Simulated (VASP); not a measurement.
Here is a VASP 6.6.1 calculation.

Contents of POSCAR:

```
InSb
1.0
    0.0000000000      3.2775773620      3.2775773620
    3.2775773620      0.0000000000      3.2775773620
    3.2775773620      3.2775773620      0.0000000000
In Sb
1 1
Direct
    0.0000000000      0.0000000000      0.0000000000
    0.7500000000      0.7500000000      0.7500000000
```

File INCAR.step1:

```
PREC = Accurate
ENCUT = 520
ISMEAR = 0
SIGMA = 0.1
LREAL = F
LASPH = T
NELM = 60
NBANDS = 16
GGA = PE
ALGO = Normal
EDIFF = 1E-4
LWAVE = T
LCHARG = F
```

The input INCAR.step2:

```
PREC = Accurate
ENCUT = 520
EDIFF = 1E-6
ISMEAR = 0
SIGMA = 0.1
LREAL = F
LASPH = T
NELM = 60
ALGO = Normal
ISIF = 2
LWAVE = F
LCHARG = F
METAGGA = R2SCAN
LMIXTAU = T
NBANDS = 16
ISTART = 1
```

The input KPOINTS:

```
regular mesh
0
Gamma
  12 12 12
```

Potentials or basis: VASP PAW PBE potentials, release 64 (In_d, Sb).

Launch:

```console
$ cat potpaw_PBE.64/In_d/POTCAR potpaw_PBE.64/Sb/POTCAR > POTCAR
$ cp INCAR.step1 INCAR
$ mpirun -np 1 vasp_std > vasp.out
$ cp INCAR.step2 INCAR
$ mpirun -np 1 vasp_std > vasp.out
```

**Question.** What does it give for the pressure?

**Answer.** 0.0 GPa.

Caveat: the PAW data sets were made with another functional, which shifts forces and pressure a little.
